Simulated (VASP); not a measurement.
Wanted: the native input for a VASP 6.6.1 run.

```
Task                   : single point
Functional             : PBE
Potentials or basis    : VASP PAW PBE potentials, release 64 (Zr_sv)
Cutoff                 : 500 eV
k mesh                 : 10 × 10 × 10
Occupations            : fermi-dirac, width 0.05 eV
Spin                   : no spin polarisation
Dipole correction      : no
Further INCAR settings : ALGO = Normal; EDIFF = 1e-06; NBANDS = 12
```

The structure of Zr lies in POSCAR:

```
Zr
1.0
   -1.7855375418      1.7855375418      1.7855375418
    1.7855375418     -1.7855375418      1.7855375418
    1.7855375418      1.7855375418     -1.7855375418
Zr
1
Direct
    0.0000000000      0.0000000000      0.0000000000
```

The input as run:

INCAR

```
PREC     = Accurate       # precision mode
ENCUT    = 500            # plane-wave cutoff, eV
EDIFF    = 1E-6           # SCF threshold, eV
ISMEAR   = -1             # smearing method
SIGMA    = 0.05           # smearing width, eV
LREAL    = False          # projectors in reciprocal space
LASPH    = True           # aspherical terms in the spheres
NELM     = 120            # most SCF steps
ALGO     = Normal         # electronic algorithm
ISIF     = 2              # what is computed and relaxed
LWAVE    = False          # write WAVECAR
LCHARG   = False          # write CHGCAR
GGA      = PE             # functional
NBANDS   = 12             # bands
GGA_COMPAT= False
```

KPOINTS

```
Automatic mesh
0
Gamma
  10 10 10
```

Potentials or basis: VASP PAW PBE potentials, release 64 (Zr_sv).

The run is started by

```bash
$ cat potpaw_PBE.64/Zr_sv/POTCAR > POTCAR
$ mpirun -np 1 vasp_std > vasp.out
```

It gave:

- Pressure: -0.1 GPa
- Band gap on the k mesh: zero (band 6 reaches 10.10 eV, above the bottom of band 7 at 8.33 eV)

It took 7.6 s on 1 thread of Intel(R) Xeon(R) Platinum 8375C CPU @ 2.90GHz (Ice Lake), on a shared host, peak memory 0.14 GiB.
